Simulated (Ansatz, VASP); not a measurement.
# One calculation of MoS2, two programs

```
Mo S
1.0
     1.56672    0.90455    6.09832
    -1.56672    0.90455    6.09832
     0.00000   -1.80909    6.09832
Mo S
1 2
Direct
  0.00000 0.00000 0.00000
  0.25000 0.25000 0.25000
  0.41700 0.41700 0.41700
```

Alike in both runs: task single point; functional LDA; k mesh 11 × 11 × 11; occupations fermi-dirac, width 0.15 eV; no spin polarisation.

|  | VASP | Ansatz |
| --- | --- | --- |
| version | VASP 6.6.1 | Ansatz 0.2.0 |
| potentials or method | VASP PAW LDA potentials, release 64 (Mo_sv, S), cutoff 520 eV | plane waves, PAW |
| valence electrons in the cell | 26 | 26 |

|  | VASP | Ansatz | Ansatz less VASP |
| --- | --- | --- | --- |
| pressure (GPa) | 1.8 | 1.6 | -0.12 |
| traceless stress, the component that is largest in VASP (GPa) | 1.90 | 1.94 | +0.041 |

LDA's correlation is that of Perdew and Zunger in VASP and of Perdew and Wang (1992) in Ansatz.
